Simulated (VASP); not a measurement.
Here is a VASP 6.6.1 calculation.

Contents of POSCAR:

```
Si3N4
1.0
    7.6056640558      0.0000000000      0.0000000000
   -3.8028320279      6.5866982850      0.0000000000
    0.0000000000      0.0000000000      2.9347029311
Si N
6 8
Direct
    0.2300182212      0.8244029490      0.7500000000
    0.4056152722      0.2300182212      0.2500000000
    0.8244029490      0.5943847278      0.2500000000
    0.1755970510      0.4056152722      0.7500000000
    0.5943847278      0.7699817788      0.7500000000
    0.7699817788      0.1755970510      0.2500000000
    0.3333333333      0.6666666667      0.7500000000
    0.6666666667      0.3333333333      0.2500000000
    0.9676806465      0.6696079116      0.7500000000
    0.2980727350      0.9676806465      0.2500000000
    0.6696079116      0.7019272650      0.2500000000
    0.3303920884      0.2980727350      0.7500000000
    0.0323193535      0.3303920884      0.2500000000
    0.7019272650      0.0323193535      0.7500000000
```

The input INCAR.step1:

```
PREC = Accurate
ENCUT = 520
ISMEAR = 0
SIGMA = 0.01
LREAL = False
LASPH = True
NELM = 60
NBANDS = 45
GGA = PE
ALGO = Normal
EDIFF = 1E-4
LWAVE = True
LCHARG = False
```

File INCAR.step2:

```
PREC = Accurate
ENCUT = 520
EDIFF = 1E-6
ISMEAR = 0
SIGMA = 0.01
LREAL = False
LASPH = True
NELM = 60
ALGO = Normal
ISIF = 2
LWAVE = False
LCHARG = False
METAGGA = R2SCAN
LMIXTAU = True
NBANDS = 45
ISTART = 1
```

The input KPOINTS:

```
regular mesh
0
Gamma
  6 6 8
```

Potentials or basis: VASP PAW PBE potentials, release 64 (Si, N).

Command:

```console
$ cat potpaw_PBE.64/Si/POTCAR potpaw_PBE.64/N/POTCAR > POTCAR
$ cp INCAR.step1 INCAR
$ mpirun -np 1 vasp_std > vasp.out
$ cp INCAR.step2 INCAR
$ mpirun -np 1 vasp_std > vasp.out
```

**Question.** Predict the pressure.

**Answer.** -2.7 GPa.

**Question.** Estimate the band gap on the k mesh.

**Answer.** 4.79 eV (least direct gap 5.05 eV).

Stress tensor (GPa, compression positive):
```
-1.24  0.00  0.00
 0.00 -1.24  0.00
 0.00  0.00 -5.76
```

Caveat: the cell differs from its parent crystal (uniaxial z strain +1.0%); the PAW data sets were made with another functional, which shifts forces and pressure a little. A k mesh can miss the band edges.
